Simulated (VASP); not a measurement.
# InP (F-43m) in VASP: settings compared

The runs below take InP through single point, with PBE+D3(BJ), PBE.

Program: VASP 6.6.1. These are calculated values, not measurements. Logs are shortened: lines on timing, memory, paths and dates and some standing lists are left out, and cuts for length are marked.

## 1. The cell of the first run

Symmetry: F-43m, No. 216, cubic system. Conventional cell: a = 5.904 Å, b = 5.904 Å, c = 5.904 Å, α = 90.00°, β = 90.00°, γ = 90.00°. Within 3.4 Å of In (site symmetry -43m) lie 4 P at 2.56 Å. P (site symmetry -43m) has 4 In at 2.56 Å within 3.4 Å.

## 2. Single point, PBE+D3(BJ)

File INCAR:

```
  PREC = Accurate
  ENCUT = 520
  EDIFF = 1E-6
  ISMEAR = 0
  SIGMA = 0.1
  LREAL = F
  LASPH = T
  NELM = 60
  ALGO = Normal
  ISIF = 2
  LWAVE = F
  LCHARG = F
  GGA = PE
  IVDW = 12
  NBANDS = 16
```

File KPOINTS:

```
regular mesh
0
Gamma
  2 2 2
```

File POSCAR:

```
InP
1.0
    0.0000000000      2.9519763857      2.9519763857
    2.9519763857      0.0000000000      2.9519763857
    2.9519763857      2.9519763857      0.0000000000
In P
1 1
Direct
    0.0000000000      0.0000000000      0.0000000000
    0.2500000000      0.2500000000      0.2500000000
```

Potentials or basis: VASP PAW PBE potentials, release 64 (In_d, P).

On the command line:

```
$ cat potpaw_PBE.64/In_d/POTCAR potpaw_PBE.64/P/POTCAR > POTCAR
$ mpirun -np 1 vasp_std > vasp.out
```

OUTCAR:

```text
PREC = Accurate
   ENCUT = 520
   EDIFF = 1E-6
   ISMEAR = 0
   LREAL = F
   LASPH = T
   NELM = 60
   ISIF = 2
   GGA = PE
   IVDW = 12
 IVDW          = 12

 ion  position               nearest neighbor table
   1  0.000  0.000  0.000-   2 2.56   2 2.56   2 2.56   2 2.56
   2  0.250  0.250  0.250-   1 2.56   1 2.56   1 2.56   1 2.56

  LATTYP: Found a face centered cubic cell.
 ALAT       =     5.9039527714

  Lattice vectors:

 A1 = (   0.0000000000,   2.9519763857,   2.9519763857)
 A2 = (   2.9519763857,   0.0000000000,   2.9519763857)
 A3 = (   2.9519763857,   2.9519763857,   0.0000000000)

Analysis of symmetry for initial positions (statically):
=====================================================================
 Subroutine PRICEL returns:
 Original cell was already a primitive cell.

 Routine SETGRP: Setting up the symmetry group for a
 face centered cubic supercell.

 Subroutine GETGRP returns: Found 24 space group operations
 (whereof 24 operations were pure point group operations)
 out of a pool of 48 trial point group operations.

The static configuration has the point symmetry T_d .

Analysis of symmetry for dynamics (positions and initial velocities):
=====================================================================
 Subroutine PRICEL returns:
 Original cell was already a primitive cell.

 Routine SETGRP: Setting up the symmetry group for a
 face centered cubic supercell.

 Subroutine GETGRP returns: Found 24 space group operations
 (whereof 24 operations were pure point group operations)
 out of a pool of 48 trial point group operations.

The dynamic configuration has the point symmetry T_d .

 Subroutine INISYM returns: Found 24 space group operations
 (whereof 24 operations are pure point group operations),
 and found     1 'primitive' translations

----------------------------------------------------------------------------------------

                                     Primitive cell

  volume of cell :      51.4480

  direct lattice vectors                    reciprocal lattice vectors
     0.000000000  2.951976386  2.951976386    -0.169378049  0.169378049  0.169378049
     2.951976386  0.000000000  2.951976386     0.169378049 -0.169378049  0.169378049
     2.951976386  2.951976386  0.000000000     0.169378049  0.169378049 -0.169378049

  length of vectors
     4.174725040  4.174725040  4.174725040     0.293371386  0.293371386  0.293371386

[... 56 lines left out ...]
   ENCUT  =  520.0 eV  38.22 Ry    6.18 a.u.   7.76  7.76  7.76*2*pi/ulx,y,z
   NELM   =     60;   NELMIN=  2; NELMDL= -5     # of ELM steps
   EDIFF  = 0.1E-05   stopping-criterion for ELM
   LREAL  =      F    real-space projection
   EDIFFG = 0.1E-04   stopping-criterion for IOM
   NSW    =      0    number of steps for IOM
   IBRION =     -1    ionic relax: 0-MD 1-quasi-New 2-CG
   NFREE  =      0    steps in history (QN), initial steepest desc. (CG)
   ISIF   =      2    stress and relaxation
   ISYM   =      2    0-nonsym 1-usesym 2-fastsym
   POTIM  = 0.5000    time-step for ionic-motion
   TEBEG  =    0.0;   TEEND  =   0.0 temperature during run
   PSTRESS=    0.0 pullay stress
   NELECT =      18.0000    total number of electrons
   NUPDOWN=      -1.0000    fix difference up-down
   EMIN   =  10.00;   EMAX   =-10.00  energy-range for DOS
   EFERMI =   0.00;   METHOD = LEGACY
   ISMEAR =     0;   SIGMA  =   0.10  broadening in eV -4-tet -1-fermi 0-gaus
   EFERMI_NEDOS =   21; number of points for ismear=-14 and -15
   IALGO  =     38    algorithm
   IMIX   =      4    mixing-type and parameters
     AMIX     =   0.40;   BMIX     =  1.00
     AMIX_MAG =   1.60;   BMIX_MAG =  1.00
  volume/ion in A,a.u.               =      25.72       173.59
  Fermi-wavevector in a.u.,A,eV,Ry     =   1.153567  2.179925 18.105499  1.330717
  Thomas-Fermi vector in A             =   2.290210
   LORBIT       =      0    0 simple, 1 ext, 2 COOP (PROOUT), +10 PAW based schemes
   GGA     = PE    functional components
   LHFCALC =     F    Hartree Fock is set to
   AEXX    =    0.0000 exact exchange contribution
   IVDW    =    12    specifies the selected vdW correction
   LEPSILON=     F    determine dielectric tensor
   LRPA    =     F    only Hartree local field effects (RPA)
 non-spin polarized calculation
 Gauss-broadening in eV      SIGMA  =   0.10
  energy-cutoff  :      520.00
  volume of cell :       51.45
 maximum number of plane-waves:      1411
 NGX is ok and might be reduce to    32
   NGX = 15   NGY = 15   NGZ = 15

 number of electron      18.0000009 magnetization

 Free energy of the ion-electron system (eV)
  ---------------------------------------------------
  ext. energy  EPLUGINS =         0.00000000
  ---------------------------------------------------
  free energy    TOTEN  =        -6.60567797 eV

  energy without entropy =       -6.60560957  energy(sigma->0) =       -6.60564377

 E-fermi :   5.5819     XC(G=0):  -9.0045

 val. band max:        5.3290830792   @ k =   0.0000   0.0000   0.0000
 cond. band min:       5.8135550335   @ k =   0.0000   0.0000   0.0000
 fundamental gap:      0.4844719543
 Fermi energy:         5.5818694661

 k-point     1 :       0.0000    0.0000    0.0000
  band No.  band energies     occupation
      1      -9.2328      2.00000
      2      -9.2328      2.00000
      3      -9.2328      2.00000
      4      -9.1090      2.00000
      5      -9.1090      2.00000
      6      -6.0847      2.00000
[... 34 lines left out ...]
      3      -9.1394      2.00000
      4      -9.1394      2.00000
      5      -9.0772      2.00000
      6      -3.7224      2.00000
[... 8 lines left out ...]
     15      15.9190      0.00000
     16      16.9851      0.00000

------------------------ aborting loop because EDIFF is reached ----------------------------------------

 Edisp (eV)   -0.61226

 E8    (eV) :    -0.2721

  FORCE on cell =-STRESS in cart. coord.  units (eV):
  Direction    XX          YY          ZZ          XY          YZ          ZX
  --------------------------------------------------------------------------------------
  -------------------------------------------------------------------------------------
  Total       1.09629     1.09629     1.09629     0.00000    -0.00000     0.00000
  in kB      34.14019    34.14019    34.14019     0.00000    -0.00000     0.00000
  external pressure =       34.14 kB  Pullay stress =        0.00 kB

 VOLUME and BASIS-vectors are now :
 -----------------------------------------------------------------------------
  energy-cutoff  :      520.00
  volume of cell :       51.45
      direct lattice vectors                 reciprocal lattice vectors
     0.000000000  2.951976386  2.951976386    -0.169378049  0.169378049  0.169378049
     2.951976386  0.000000000  2.951976386     0.169378049 -0.169378049  0.169378049
     2.951976386  2.951976386  0.000000000     0.169378049  0.169378049 -0.169378049

 POSITION                                       TOTAL-FORCE (eV/Angst)
 -----------------------------------------------------------------------------------
      0.00000      0.00000      0.00000         0.000000      0.000000      0.000000
      1.47599      1.47599      1.47599        -0.000000     -0.000000     -0.000000
 -----------------------------------------------------------------------------------
    total drift:                               -0.000000     -0.000000     -0.000000

  FREE ENERGIE OF THE ION-ELECTRON SYSTEM (eV)
  ---------------------------------------------------
  free  energy   TOTEN  =        -7.2179424701 eV

  energy  without entropy=       -7.2178740725  energy(sigma->0) =       -7.21790827
```

stdout:

```text
POSCAR found type information on POSCAR InP
 POSCAR found :  2 types and       2 ions
 scaLAPACK will be used
 LDA part: xc-table for (Slater+PW92), standard interpolation
 POSCAR, INCAR and KPOINTS ok, starting setup
 FFT: planning ... GRIDC
 FFT: planning ... GRID_SOFT
 FFT: planning ... GRID
 WAVECAR not read
 entering main loop
```

Run time: 6.7 s. Hardware: 1 thread of Intel Xeon 8259CL, shared host; peak memory 0.18 GiB.

Results:

| Quantity | Value |
| --- | --- |
| Free energy | -7.2179 eV |
| Pressure | 3.4 GPa |
| Band gap on the k mesh | 0.48 eV, direct |
| Dispersion energy per atom | -0.306 eV |

Levels at points of the mesh, in eV from the valence-band top:
```tsv
k point	band 7	band 8	band 9	band 10	band 11	band 12
(0.00, 0.00, 0.00)	0.00	0.00	0.00	0.48	3.83	3.83
(0.50, 0.00, 0.00)	-5.80	-0.99	-0.99	1.28	4.57	4.57
(0.50, 0.50, 0.00)	-5.87	-2.34	-2.34	1.59	2.10	9.11
```

Caveat: the k points lie up to 0.92 Å⁻¹ apart; spin-orbit coupling is left out, which moves the levels of the heavy elements.

## 3. Single point, PBE

This run uses another cell than the first one, of 24.39 Å³/atom, 0.948 times its volume.

File INCAR:

```
ALGO     = Normal         # electronic algorithm
EDIFF    = 1E-6           # SCF threshold, eV
ENCUT    = 520            # plane-wave cutoff, eV
GGA      = PE             # functional
ISIF     = 2              # what is computed and relaxed
ISMEAR   = 0              # smearing method
LASPH    = True           # aspherical terms in the spheres
LCHARG   = True           # write CHGCAR
LELF     = True           # ELF
LREAL    = False          # projectors in reciprocal space
LVHAR    = True         
LWAVE    = False          # write WAVECAR
NBANDS   = 16             # bands
NELM     = 100            # most SCF steps
PREC     = Accurate       # precision mode
SIGMA    = 0.01           # smearing width, eV
```

File KPOINTS:

```
k-points
0
Gamma
  2 2 2
```

File POSCAR:

```
InP
1.0
    0.0000000000      2.8998953449      2.8998953449
    2.8998953449      0.0000000000      2.8998953449
    2.8998953449      2.8998953449      0.0000000000
In P
1 1
Direct
    0.0000000000      0.0000000000      0.0000000000
    0.2500000000      0.2500000000      0.2500000000
```

Potentials or basis: VASP PAW PBE potentials, release 64 (In_d, P).

On the command line:

```
$ cat potpaw_PBE.64/In_d/POTCAR potpaw_PBE.64/P/POTCAR > POTCAR
$ mpirun -np 1 vasp_std > vasp.out
```

OUTCAR:

```text
EDIFF = 1E-6
   ENCUT = 520
   GGA = PE
   ISIF = 2
   ISMEAR = 0
   LASPH = True
   LREAL = False
   NELM = 100
   PREC = Accurate

 ion  position               nearest neighbor table
   1  0.000  0.000  0.000-   2 2.51   2 2.51   2 2.51   2 2.51
   2  0.250  0.250  0.250-   1 2.51   1 2.51   1 2.51   1 2.51

  LATTYP: Found a face centered cubic cell.
 ALAT       =     5.7997906898

  Lattice vectors:

 A1 = (   0.0000000000,   2.8998953449,   2.8998953449)
[... 220 lines left out ...]
------------------------ aborting loop because EDIFF is reached ----------------------------------------

  FORCE on cell =-STRESS in cart. coord.  units (eV):
  Direction    XX          YY          ZZ          XY          YZ          ZX
  --------------------------------------------------------------------------------------
  -------------------------------------------------------------------------------------
  Total        3.1095642      3.1095642      3.1095642      0.0000000     -0.0000000      0.0000000
  in kB      102.1487704    102.1487704    102.1487704      0.0000000     -0.0000000      0.0000000
  external PRESSURE =     102.1487704 kB  Pullay stress =       0.0000000 kB

 VOLUME and BASIS-vectors are now :
 -----------------------------------------------------------------------------
  energy-cutoff  :      520.00
  volume of cell :       48.77
      direct lattice vectors                 reciprocal lattice vectors
     0.000000000  2.899895345  2.899895345    -0.172420015  0.172420015  0.172420015
     2.899895345  0.000000000  2.899895345     0.172420015 -0.172420015  0.172420015
     2.899895345  2.899895345  0.000000000     0.172420015  0.172420015 -0.172420015

 POSITION                                       TOTAL-FORCE (eV/Angst)
 -----------------------------------------------------------------------------------
      0.00000      0.00000      0.00000         0.000000      0.000000      0.000000
      1.44995      1.44995      1.44995        -0.000000     -0.000000     -0.000000
 -----------------------------------------------------------------------------------
    total drift:                               -0.000000     -0.000000     -0.000000

  FREE ENERGIE OF THE ION-ELECTRON SYSTEM (eV)
  ---------------------------------------------------
  free  energy   TOTEN  =        -6.4752210315 eV

  energy  without entropy=       -6.4752210315  energy(sigma->0) =       -6.47522103
```

OSZICAR:

```text
N       E                     dE             d eps       ncg     rms          rms(c)
DAV:   1     0.117491303648E+03    0.11749E+03   -0.84371E+03    96   0.134E+03
DAV:   2    -0.403978016585E+00   -0.11790E+03   -0.11338E+03   104   0.288E+02
DAV:   3    -0.708002590260E+01   -0.66760E+01   -0.66437E+01   144   0.703E+01
DAV:   4    -0.726031912124E+01   -0.18029E+00   -0.18027E+00   112   0.120E+01
DAV:   5    -0.726394285600E+01   -0.36237E-02   -0.36236E-02   152   0.137E+00    0.637E+00
DAV:   6    -0.652196470202E+01    0.74198E+00   -0.11159E+00   152   0.163E+01    0.394E+00
DAV:   7    -0.646286937022E+01    0.59095E-01   -0.34643E-01   144   0.415E+00    0.164E+00
DAV:   8    -0.647182311096E+01   -0.89537E-02   -0.30724E-02    96   0.214E+00    0.481E-01
DAV:   9    -0.647475028197E+01   -0.29272E-02   -0.39831E-03    96   0.675E-01    0.184E-01
DAV:  10    -0.647496269194E+01   -0.21241E-03   -0.34100E-04   136   0.218E-01    0.122E-01
DAV:  11    -0.647519713594E+01   -0.23444E-03   -0.14096E-04    96   0.885E-02    0.178E-02
DAV:  12    -0.647522050681E+01   -0.23371E-04   -0.45205E-05    96   0.583E-02    0.159E-02
DAV:  13    -0.647522103149E+01   -0.52468E-06   -0.11732E-06   136   0.690E-03
   1 F= -.64752210E+01 E0= -.64752210E+01  d E =-.333498E-34
```

Wall time 6.7 s (1 thread of Intel Xeon 8259CL, shared host); peak memory 0.17 GiB.

Results:

```yaml
Free_energy: -6.4752 eV
Pressure: 10.2 GPa
Band_gap_on_the_k_mesh: 0.79 eV, direct
```

Caveat: the k points lie up to 0.94 Å⁻¹ apart; spin-orbit coupling is left out, which moves the levels of the heavy elements.

## 4. Single point, PBE

File INCAR:

```
SYSTEM = InP
  PREC = Accurate
  ENCUT = 520
  EDIFF = 1E-6
  ISMEAR = 0
  SIGMA = 0.1
  LREAL = .False.
  LASPH = .True.
  NELM = 80
  ALGO = Normal
  ISIF = 2
  LWAVE = .False.
  LCHARG = .False.
  GGA = PE
  NBANDS = 16
```

File KPOINTS:

```
regular mesh
0
Gamma
  4 4 4
  0 0 0
```

File POSCAR:

```
InP
1.0
    0.0000000000      2.9519763857      2.9519763857
    2.9519763857      0.0000000000      2.9519763857
    2.9519763857      2.9519763857      0.0000000000
In P
1 1
Direct
    0.0000000000      0.0000000000      0.0000000000
    0.2500000000      0.2500000000      0.2500000000
```

Potentials or basis: VASP PAW PBE potentials, release 64 (In_d, P).

On the command line:

```
$ cat potpaw_PBE.64/In_d/POTCAR potpaw_PBE.64/P/POTCAR > POTCAR
$ mpirun -np 1 vasp_std > vasp.out
```

OUTCAR:

```text
SYSTEM = InP
   PREC = Accurate
   ENCUT = 520
   EDIFF = 1E-6
   ISMEAR = 0
   LREAL = .False.
   LASPH = .True.
   NELM = 80
   ISIF = 2
   GGA = PE

 ion  position               nearest neighbor table
   1  0.000  0.000  0.000-   2 2.56   2 2.56   2 2.56   2 2.56
   2  0.250  0.250  0.250-   1 2.56   1 2.56   1 2.56   1 2.56

  LATTYP: Found a face centered cubic cell.
 ALAT       =     5.9039527714

  Lattice vectors:

 A1 = (   0.0000000000,   2.9519763857,   2.9519763857)
[... 318 lines left out ...]

------------------------ aborting loop because EDIFF is reached ----------------------------------------

  FORCE on cell =-STRESS in cart. coord.  units (eV):
  Direction    XX          YY          ZZ          XY          YZ          ZX
  --------------------------------------------------------------------------------------
  -------------------------------------------------------------------------------------
  Total        0.6081371      0.6081371      0.6081371      0.0000000      0.0000000      0.0000000
  in kB       18.9384063     18.9384063     18.9384063      0.0000000      0.0000000      0.0000000
  external PRESSURE =      18.9384063 kB  Pullay stress =       0.0000000 kB

 VOLUME and BASIS-vectors are now :
 -----------------------------------------------------------------------------
  energy-cutoff  :      520.00
  volume of cell :       51.45
      direct lattice vectors                 reciprocal lattice vectors
     0.000000000  2.951976386  2.951976386    -0.169378049  0.169378049  0.169378049
     2.951976386  0.000000000  2.951976386     0.169378049 -0.169378049  0.169378049
     2.951976386  2.951976386  0.000000000     0.169378049  0.169378049 -0.169378049

 POSITION                                       TOTAL-FORCE (eV/Angst)
 -----------------------------------------------------------------------------------
      0.00000      0.00000      0.00000         0.000000     -0.000000     -0.000000
      1.47599      1.47599      1.47599        -0.000000      0.000000      0.000000
 -----------------------------------------------------------------------------------
    total drift:                               -0.000000     -0.000000     -0.000000

  FREE ENERGIE OF THE ION-ELECTRON SYSTEM (eV)
  ---------------------------------------------------
  free  energy   TOTEN  =        -8.2909156474 eV

  energy  without entropy=       -8.2909149381  energy(sigma->0) =       -8.29091529
```

Run time: 7.8 s. Hardware: 1 thread of Intel Xeon 8259CL, shared host; peak memory 0.17 GiB.

What came out:

```yaml
Free_energy: -8.2909 eV
Pressure: 1.9 GPa
Band_gap_on_the_k_mesh: 0.58 eV, direct
```

Caveat: the k points lie up to 0.46 Å⁻¹ apart; spin-orbit coupling is left out, which moves the levels of the heavy elements.

## 5. Overview

| level | cell | k mesh | smearing | gap on the mesh (eV) | pressure (GPa) |
| --- | --- | --- | --- | --- | --- |
| PBE+D3(BJ) | a = 4.175 Å, angles 60.0°, 2 atoms | 2 × 2 × 2 | gaussian 0.1 eV | 0.48 | 3.4 |
| PBE | a = 4.101 Å, angles 60.0°, 2 atoms | 2 × 2 × 2 | gaussian 0.01 eV | 0.79 | 10.2 |
| PBE | a = 4.175 Å, angles 60.0°, 2 atoms | 4 × 4 × 4 | gaussian 0.1 eV | 0.58 | 1.9 |

Alike in all rows: task single point; potentials or basis VASP PAW PBE potentials, release 64 (In_d, P); no spin polarisation; cutoff (eV) 520.

Caveats: all runs use coarse meshes; spin-orbit coupling is left out, which moves the levels of the heavy elements.

Absolute energies hang on the potentials; compare differences alone.
